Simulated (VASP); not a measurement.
Input of a VASP 6.6.1 run:

The input INCAR:

```
PREC = Accurate
ENCUT = 520
EDIFF = 1E-7
ISMEAR = -1
SIGMA = 0.01
LREAL = False
LASPH = True
NELM = 60
ALGO = Normal
ISIF = 2
LWAVE = False
LCHARG = False
GGA = PE
NBANDS = 27
```

Contents of KPOINTS:

```
regular mesh
0
Gamma
  5 5 5
```

The input POSCAR:

```
KTaO3
1.0
    3.9883000000      0.0199415000      0.0199415000
    0.0199415000      3.9883000000      0.0199415000
    0.0199415000      0.0199415000      3.9883000000
K Ta O
1 1 3
Direct
    0.5000000000      0.5000000000      0.5000000000
    0.0000000000      0.0000000000      0.0000000000
    0.5000000000      0.0000000000      0.0000000000
    0.0000000000      0.5000000000      0.0000000000
    0.0000000000      0.0000000000      0.5000000000
```

Potentials or basis: VASP PAW PBE potentials, release 64 (K_sv, Ta_pv, O).

Run with:

```console
$ cat potpaw_PBE.64/K_sv/POTCAR potpaw_PBE.64/Ta_pv/POTCAR potpaw_PBE.64/O/POTCAR > POTCAR
$ mpirun -np 1 vasp_std > vasp.out
```

Q: Estimate the pressure.

A: 6.1 GPa.

Q: What does it give for the band gap on the k mesh?

A: 2.27 eV, indirect (least direct gap 2.75 eV).

Stress tensor (GPa, compression positive):
```
 6.10 -1.01 -1.01
-1.01  6.10 -1.01
-1.01 -1.01  6.10
```

Caveat: the cell differs from its parent crystal (equal xy, yz and zx shear strains of +1 %); spin-orbit coupling is left out, which moves the levels of the heavy elements. A k mesh can miss the band edges.
